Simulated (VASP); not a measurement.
**OsO: single point with PBE**

Crystal: OsO.

```
Os O
1.0
     0.00000    2.31924    2.31924
     2.31924    0.00000    2.31924
     2.31924    2.31924    0.00000
Os O
1 1
Direct
  0.00000 0.00000 0.00000
  0.75000 0.75000 0.75000
```

| Property | Result |
| --- | --- |
| Program | VASP 6.6.1 |
| Task | single point |
| Functional | PBE |
| Potentials or basis | VASP PAW PBE potentials, release 64 (Os_sv_GW, O) |
| Cutoff | 700 eV |
| k mesh | 6 × 6 × 6 |
| Occupations | gaussian, width 0.1 eV |
| Spin | no spin polarisation |

* Pressure: 0.5 GPa
* Band gap on the k mesh: 0.21 eV (least direct gap 0.98 eV)

Levels at points of the mesh, in eV from the valence-band top:
```tsv
k point	band 9	band 10	band 11	band 12	band 13	band 14
(0.00, 0.00, 0.00)	-2.82	-1.92	-1.92	2.38	2.38	2.38
(0.50, 0.00, 0.00)	-1.95	-1.48	-1.48	1.08	1.08	3.26
(0.50, 0.50, 0.00)	-3.58	-1.49	-0.76	0.21	0.21	6.99
```

Wall time 11 s on 1 thread of AMD EPYC 7R13 Processor (Zen 3), on a shared host, peak memory 0.14 GiB.

Caveat: spin-orbit coupling is left out, which moves the levels of the heavy elements. A k mesh can miss the band edges.
